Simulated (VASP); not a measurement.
Input of a VASP 6.6.1 run:

INCAR

```
PREC = Accurate
ENCUT = 520
EDIFF = 1E-6
ISMEAR = 0
SIGMA = 0.05
LREAL = F
LASPH = T
NELM = 60
ALGO = Normal
ISIF = 2
LWAVE = F
LCHARG = F
NBANDS = 25
```

The input KPOINTS:

```
regular mesh
0
Gamma
  6 6 10
```

The input POSCAR:

```
SiO2
1.0
    4.1050974334      0.0000000000      0.0000000000
    0.0000000000      4.1050974334      0.0000000000
    0.0000000000      0.0000000000      2.7266057153
Si O
2 4
Direct
    0.5000000000      0.5000000000      0.5000000000
    0.0000000000      0.0000000000      0.0000000000
    0.6944252994      0.6944252994      0.0000000000
    0.1944252994      0.8055747006      0.5000000000
    0.3055747006      0.3055747006      0.0000000000
    0.8055747006      0.1944252994      0.5000000000
```

Potentials or basis: VASP PAW LDA potentials, release 64 (Si, O).

Run with:

```sh
$ cat potpaw_LDA.64/Si/POTCAR potpaw_LDA.64/O/POTCAR > POTCAR
$ mpirun -np 1 vasp_std > vasp.out
```

Question: What does it give for the pressure?

Answer: -0.3 GPa.

Question: Predict the largest force.

Answer: 0.210 eV/Å.

Question: Estimate the band gap on the k mesh.

Answer: 5.67 eV, direct.

Stress tensor (GPa, compression positive):
```
  5.06   0.00   0.00
  0.00   5.06   0.00
  0.00   0.00 -10.97
```

 A k mesh can miss the band edges.
